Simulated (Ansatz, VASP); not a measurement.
Two plane-wave programs on V

```
CELL_PARAMETERS angstrom
-3.01895 3.01892 1.14171
3.01892 -3.01895 1.14171
1.69469 1.69469 -1.14175
ATOMIC_POSITIONS crystal
V 0.00001 0.99999 0.00000
V 0.74999 0.25001 0.50000
```

Alike in both runs: task single point; functional LDA; k mesh 17 × 17 × 14; occupations fermi-dirac, width 0.1 eV; no spin polarisation.

|  | VASP | Ansatz |
| --- | --- | --- |
| version | VASP 6.6.1 | Ansatz 0.2.0 |
| potentials or method | VASP PAW LDA potentials, release 64 (V_sv), cutoff 520 eV | plane waves (420 eV) with PAW, scalar-relativistic |
| valence electrons in the cell | 26 | 26 |

|  | VASP | Ansatz | Ansatz less VASP |
| --- | --- | --- | --- |
| pressure (GPa) | 20.9 | 19.9 | -0.94 |
| traceless stress, the component that is largest in VASP (GPa) | 1.60 | 1.07 | -0.530 |

Ansatz warns that its potentials were made for another functional, while VASP's fit it. LDA's correlation is that of Perdew and Zunger in VASP and of Perdew and Wang (1992) in Ansatz.
